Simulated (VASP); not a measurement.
Si3N4, 14 atoms in the cell. The structure is hexagonal, space group P6_3 (No. 173). Conventional cell: a = 7.595 Å, b = 7.595 Å, c = 2.902 Å, α = 90.00°, β = 90.00°, γ = 120.00°. Si (site symmetry 1) has 5 N at 1.70 to 2.29 Å within 2.3 Å. Within 2.3 Å of N (site symmetry 1) lie 3 Si at 1.70 to 1.77 Å. N (site symmetry 3) has 6 Si at 2.23 to 2.29 Å and 11 N at 2.45 to 3.17 Å within 3.2 Å. 

| Quantity | Value |
| --- | --- |
| Program | VASP 6.6.1 |
| Task | electric field gradients |
| Functional | PBE |
| Potentials or basis | VASP PAW PBE potentials, release 64 (Si, N) |
| Cutoff | 520 eV |
| k mesh | 4 × 4 × 10 |
| Occupations | fermi-dirac, width 0.02 eV |
| Spin | no spin polarisation |
| Dipole correction | no |
| Further INCAR settings | ALGO = Normal; EDIFF = 1e-08; NBANDS = 45 |

Potentials or basis: VASP PAW PBE potentials, release 64 (Si, N).

The run is started by

```bash
$ cat potpaw_PBE.64/Si/POTCAR potpaw_PBE.64/N/POTCAR > POTCAR
$ mpirun -np 1 vasp_std > vasp.out
```

Hardware: 1 thread of Intel(R) Xeon(R) Platinum 8488C (Sapphire Rapids) (shared host).

**Question.** How long does it take, and how much memory?

**Answer.** Run time: 2.7 min on 1 thread of Intel(R) Xeon(R) Platinum 8488C (Sapphire Rapids), with other jobs on the host, peak memory 0.31 GiB. Counts: scf iterations 20, k points 24.
